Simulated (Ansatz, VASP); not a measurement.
## Rh in VASP and in Ansatz

```xyz
8
Lattice="4.8828 0.0000 0.0000 0.0000 4.8828 0.0000 0.0000 0.0000 4.8828" Properties=species:S:1:pos:R:3 pbc="T T T"
Rh    2.4414    2.4414    2.4414
Rh    0.0000    0.0000    0.0000
Rh    1.2207    0.0000    2.4414
Rh    2.4414    1.2207    0.0000
Rh    2.4414    3.6621    0.0000
Rh    3.6621    0.0000    2.4414
Rh    0.0000    2.4414    3.6621
Rh    0.0000    2.4414    1.2207
```

Alike in both runs: functional PBE; k mesh 4 × 4 × 4; occupations gaussian, width 0.1 eV; no spin polarisation.

Ansatz relaxed the structure, and its values are those at the end. VASP's run is a single point on that final structure, the one shown.

|  | VASP | Ansatz |
| --- | --- | --- |
| version | VASP 6.6.1 | Ansatz 0.2.0 |
| potentials or method | VASP PAW PBE potentials, release 64 (Rh_pv), cutoff 520 eV | scalar-relativistic, plane waves, PAW |
| valence electrons in the cell | 120 | 136 |

|  | VASP | Ansatz | Ansatz less VASP |
| --- | --- | --- | --- |
| gap on the k mesh at the Fermi level (eV) | none | none | - |
| pressure (GPa) | 0.0 | 0.0 | -0.05 |

A gap of «none» marks a metal or a gap that the smearing closes. VASP's potentials hold 120 valence electrons a cell and Ansatz's 136, so a difference there can come from the potentials and not from the codes.
